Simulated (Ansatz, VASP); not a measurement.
**One calculation of Ge, two programs**

Contents of INCAR:

```
SYSTEM = Ge
PREC = Accurate
ENCUT = 520
EDIFF = 1E-6
ISMEAR = -1
SIGMA = 0.05
LREAL = .FALSE.
LASPH = .TRUE.
NELM = 60
ALGO = Normal
ISIF = 2
LWAVE = .FALSE.
LCHARG = .FALSE.
GGA = PE
NBANDS = 36
```

File KPOINTS:

```
Automatic mesh
0
G
  8 8 3
  0 0 0
```

File POSCAR:

```
Ge
1.0
    3.9956626301      0.0000000000      0.0000000000
   -1.9978313150      3.4603453426      0.0000000000
    0.0000000000      0.0000000000     10.8447818813
Ge
4
Direct
    0.6666666667      0.3333333333      0.4148480000
    0.3333333333      0.6666666667      0.9148480000
    0.0000000000      0.0000000000      0.4774520000
    0.0000000000      0.0000000000      0.9774520000
```

The input input.yaml:

```yaml
crystal:
  lattice:
    - [3.9956626301, 0.0, 0.0]
    - [-1.997831315, 3.4603453426, 0.0]
    - [0.0, 0.0, 10.8447818813]
  atoms:
    - { symbol: Ge, position: [0.6666666667, 0.3333333333, 0.414848] }
    - { symbol: Ge, position: [0.3333333333, 0.6666666667, 0.914848] }
    - { symbol: Ge, position: [0.0, 0.0, 0.477452] }
    - { symbol: Ge, position: [0.0, 0.0, 0.977452] }
hamiltonian:
  xc: pbe
  pseudopotentials: { kind: paw }
kpoints:
  mp_grid: { grid: [8, 8, 3] }
scf:
  occupations: { method: fermi_dirac, width: 0.05 }
output:
  forces: true
  stress: true
  eigenvalues: true
```

Alike in both runs: task single point; functional PBE; k mesh 8 × 8 × 3; occupations fermi-dirac, width 0.05 eV; no spin polarisation.

|  | VASP | Ansatz |
| --- | --- | --- |
| version | VASP 6.6.1 | Ansatz 0.2.0 |
| potentials or method | VASP PAW PBE potentials, release 64 (Ge_d) | Ansatz PAW |
| plane-wave cutoff (eV) | 520 | 420 |
| valence electrons in the cell | 56 | 56 |

```tsv
	VASP	Ansatz	Ansatz less VASP
gap on the k mesh at the Fermi level (eV)	0.69	0.69	0.000
least direct gap on the mesh (eV)	0.70	0.70	0.000
pressure (GPa)	1.0	1.0	+0.05
traceless stress, the component that is largest in VASP (GPa)	-1.11	-1.13	-0.020
rms of the force components (eV/Å)	0.047	0.047	+0.0001
```

Atom by atom the forces differ by 0.000 eV/Å (rms over components). The functional is the same, so the differences come from potentials, cutoffs and numerics.

Noted on Ansatz's run: odd divisions of the mesh miss points on the zone boundary, where band edges often lie, so the gap on the mesh can be too wide.
